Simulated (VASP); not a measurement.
A run of VASP 6.6.1 is set up as follows.

INCAR

```
ALGO = Normal
EDIFF = 1E-6
ENCUT = 520
GGA = PE
ISIF = 2
ISMEAR = -1
LASPH = T
LCHARG = T
LELF = T
LREAL = F
LVHAR = T
LWAVE = F
NBANDS = 28
NELM = 80
PREC = Accurate
SIGMA = 0.02
```

File KPOINTS:

```
k-points
0
Gamma
  6 6 6
```

Contents of POSCAR:

```
PbO
1.0
    3.9804039067      0.0000000000      0.0000000000
    0.0000000000      3.9804039067      0.0000000000
    0.0000000000      0.0000000000      5.0594237335
Pb O
2 2
Direct
    0.0000000000      0.5000000000      0.2341924403
    0.5000000000      0.0000000000      0.7658075597
    0.0000000000      0.0000000000      0.0000000000
    0.5000000000      0.5000000000      0.0000000000
```

Potentials or basis: VASP PAW PBE potentials, release 64 (Pb_d, O).

Launch:

```sh
$ cat potpaw_PBE.64/Pb_d/POTCAR potpaw_PBE.64/O/POTCAR > POTCAR
$ mpirun -np 1 vasp_std > vasp.out
```

Predict the largest force.

0.405 eV/Å.

What does it give for the pressure?

4.3 GPa.

What does it give for the band gap on the k mesh?

1.28 eV, indirect (least direct gap 2.30 eV).

Forces in eV/Å, atoms in the order of the input:
```
Pb   0.000  0.000  0.405
Pb   0.000  0.000 -0.405
O    0.000  0.000  0.000
O    0.000  0.000  0.000
```

Caveat: the cell differs from its parent crystal (uniaxial z strain +1.2%); spin-orbit coupling is left out, which moves the levels of the heavy elements. A k mesh can miss the band edges.
